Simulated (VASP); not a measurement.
Set up this calculation in VASP 6.6.1, as the native input.

- Task: single point
- Functional: LDA
- Potentials or basis: VASP PAW LDA potentials, release 64 (Ir)
- Cutoff: 520 eV
- k mesh: 8 × 8 × 5
- Occupations: fermi-dirac, width 0.05 eV
- Spin: no spin polarisation
- Dipole correction: no
- Further INCAR settings: ALGO = Fast; EDIFF = 1e-07; NBANDS = 16

The structure of Ir lies in POSCAR:

```
Ir
1.0
    2.7513778946      0.0000000000      0.0000000000
   -1.3756889473      2.3827631521      0.0000000000
    0.0000000000      0.0000000000      4.4622900000
Ir
2
Direct
    0.3333333333      0.6666666667      0.2500000000
    0.6666666667      0.3333333333      0.7500000000
```

These files were run (other wordings do the same):

INCAR

```
SYSTEM = Ir
  PREC = Accurate
  ENCUT = 520
  EDIFF = 1E-7
  ISMEAR = -1
  SIGMA = 0.05
  LREAL = .False.
  LASPH = .True.
  NELM = 80
  ALGO = Fast
  ISIF = 2
  LWAVE = .False.
  LCHARG = .False.
  GGA = CA
  NBANDS = 16
```

KPOINTS

```
regular mesh
0
Gamma
  8 8 5
  0 0 0
```

Potentials or basis: VASP PAW LDA potentials, release 64 (Ir).

The run is started by

```console
$ cat potpaw_LDA.64/Ir/POTCAR > POTCAR
$ mpirun -np 1 vasp_std > vasp.out
```

Results of the run:

```
Pressure               : -15.0 GPa
Band gap on the k mesh : zero (band 9 reaches 10.79 eV, above the bottom of band 10 at 7.73 eV)
```

Caveat: spin-orbit coupling is left out, which moves the levels of the heavy elements.

Wall time 12 s on 1 thread of Intel(R) Xeon(R) Platinum 8375C CPU @ 2.90GHz (Ice Lake) (shared host), peak memory 0.13 GiB.
